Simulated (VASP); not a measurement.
Here is a VASP 6.6.1 calculation.

INCAR

```
SYSTEM = MgZn3Se3S
PREC     = Accurate       ! precision mode
ENCUT    = 600            ! plane-wave cutoff, eV
EDIFF    = 1E-6           ! SCF threshold, eV
ISMEAR   = 0              ! smearing method
SIGMA    = 0.15           ! smearing width, eV
LREAL    = .False.        ! projectors in reciprocal space
LASPH    = .True.         ! aspherical terms in the spheres
NELM     = 80             ! most SCF steps
ALGO     = Normal         ! electronic algorithm
ISIF     = 3              ! what is computed and relaxed
LWAVE    = .False.        ! write WAVECAR
LCHARG   = .False.        ! write CHGCAR
GGA      = PE             ! functional
IBRION   = 2              ! ionic algorithm
NSW      = 36             ! ionic steps
EDIFFG   = -0.08          ! ionic threshold
```

Contents of KPOINTS:

```
Automatic mesh
0
Gamma
  4 4 1
  0 0 0
```

Contents of POSCAR:

```
MgZn3Se3S
1.0
    3.9600000000      0.0000000000      0.0000000000
   -1.9800000000      3.4294606000      0.0000000000
    0.0000000000      0.0000000000     12.9400000000
Mg Zn Se S
1 3 3 1
Direct
    0.6666666700      0.3333333300      0.2500000000
    0.6666666700      0.3333333300      0.7500000000
    0.3333333300      0.6666666700      0.0000000000
    0.3333333300      0.6666666700      0.5000000000
    0.3333333300      0.6666666700      0.6875000000
    0.6666666700      0.3333333300      0.9375000000
    0.6666666700      0.3333333300      0.4375000000
    0.3333333300      0.6666666700      0.1875000000
```

Potentials or basis: VASP PAW PBE potentials, release 64 (Mg, Zn, Se, S).

Launch:

```sh
$ cat potpaw_PBE.64/Mg/POTCAR potpaw_PBE.64/Zn/POTCAR potpaw_PBE.64/Se/POTCAR potpaw_PBE.64/S/POTCAR > POTCAR
$ mpirun -np 1 vasp_std > vasp.out
```

(1) Estimate the relaxed volume.

(2) Predict the band gap on the k mesh.

Results:

(1) 23.55 Å³/atom.

(2) 1.49 eV, direct.

Caveat: the k points lie up to 0.48 Å⁻¹ apart in the final cell.
